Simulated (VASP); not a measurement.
A run of VASP 6.6.1:

File INCAR:

```
PREC = Accurate ; ENCUT = 500
EDIFF = 1E-7 ; ISMEAR = 0
SIGMA = 0.2 ; LREAL = F
LASPH = T ; NELM = 120
ALGO = Normal ; ISIF = 3
LWAVE = F ; LCHARG = F
GGA = PE ; IBRION = 2
NSW = 36 ; EDIFFG = -0.08
GGA_COMPAT = F ; NELMIN = 4
```

Contents of KPOINTS:

```
regular mesh
0
Gamma
  3 3 3
```

POSCAR

```
NaHf3NbBi3
1.0
    6.1099305400      0.0000000000      0.0000000000
   -3.0549652700      5.2913550700      0.0000000000
    0.0000000000      0.0000000000      6.7561518700
Na Hf Nb Bi
1 3 1 3
Direct
    0.3333333300      0.6666666700      0.0000000000
    0.5443558300      0.4556441700      0.5000000000
    0.5443558300      0.0887116600      0.5000000000
    0.9112883400      0.4556441700      0.5000000000
    0.3333333300      0.6666666700      0.5000000000
    0.6666666700      0.3333333300      0.1796153700
    0.6666666700      0.3333333300      0.8203846300
    0.0000000000      0.0000000000      0.0000000000
```

Potentials or basis: VASP PAW PBE potentials, release 64 (Na_pv, Hf_pv, Nb_sv, Bi_d).

Command:

```console
$ cat potpaw_PBE.64/Na_pv/POTCAR potpaw_PBE.64/Hf_pv/POTCAR potpaw_PBE.64/Nb_sv/POTCAR potpaw_PBE.64/Bi_d/POTCAR > POTCAR
$ mpirun -np 1 vasp_std > vasp.out
```

Hardware: 1 thread of AMD EPYC 7R13, on a shared host.

How long does it take, and how much memory?

Wall time 37 min on 1 thread of AMD EPYC 7R13, on a shared host, peak memory 0.37 GiB. Counts: scf iterations 181, k points 6, ion steps 12.
